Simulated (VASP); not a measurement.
MgO2, 3 atoms in the cell. The structure is trigonal, space group R-3m (No. 166). The conventional cell has a = 3.056 Å, b = 3.056 Å, c = 10.139 Å, α = 90.00°, β = 90.00°, γ = 120.00°. Mg (site symmetry -3m) has 6 O at 2.01 Å within 2.7 Å. Within 1.9 Å of O (site symmetry 3m) lie 1 O at 1.44 Å. 

```yaml
Program: VASP 6.6.1
Task: relaxation of shape and atoms at fixed volume
Functional: PBEsol
Potentials_or_basis: VASP PAW PBE potentials, release 64 (Mg, O)
Cutoff: 600 eV
k_mesh: 12 × 12 × 12
Occupations: gaussian, width 0.02 eV
Spin: no spin polarisation
Dipole_correction: no
Further_INCAR_settings: ALGO = Normal; EDIFF = 1e-06; IBRION = 2; EDIFFG = -0.01; NSW = 50; ISIF = 4
```

Potentials or basis: VASP PAW PBE potentials, release 64 (Mg, O).

Launch:

```console
$ cat potpaw_PBE.64/Mg/POTCAR potpaw_PBE.64/O/POTCAR > POTCAR
$ mpirun -np 1 vasp_std > vasp.out
```

Hardware: 1 thread of Intel(R) Xeon(R) Platinum 8259CL CPU @ 2.50GHz (Skylake/Cascade Lake) (shared host).

Q: How long does it take, and how much memory?

A: It took 3.6 min on 1 thread of Intel(R) Xeon(R) Platinum 8259CL CPU @ 2.50GHz (Skylake/Cascade Lake) (shared host), peak memory 0.22 GiB. Counts: scf iterations 36, k points 189, ion steps 6.
